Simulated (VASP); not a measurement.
Pd: density of states with PBEsol+D3(BJ)

Pd:

```
Pd
1.0
     0.00000    1.94650    1.94650
     1.94650    0.00000    1.94650
     1.94650    1.94650    0.00000
Pd
1
Direct
  0.00000 0.00000 0.00000
```

```yaml
Program: VASP 6.6.1
Task: density of states
Functional: PBEsol
Dispersion: D3(BJ)
Potentials_or_basis: VASP PAW PBE potentials, release 64 (Pd)
Cutoff: 520 eV
k_mesh: 12 × 12 × 12
Occupations: fermi-dirac, width 0.1 eV
Spin: non-collinear spin, typed start, spin-orbit coupling
Starting_moments: "[[0.021, 0.032, 0.012]] μB"
Dipole_correction: no
k_mesh_for_the_DOS: 18 × 18 × 18
Occupations_for_the_DOS: tetrahedron
Further_INCAR_settings: ALGO = Normal; EDIFF = 1e-06
```

* Net moment: 0.02 μB per cell
* Valence electrons inside the program's atomic spheres: Pd 9.43
* Dispersion energy per atom: -0.622 eV

Moments on the atoms (μB; x, y, z):
```
Pd  0.01 0.02 0.01
```

Run time: 24 min on 1 thread of Oxide Virtual Turin-like Processor, on a shared host, peak memory 1 GiB.
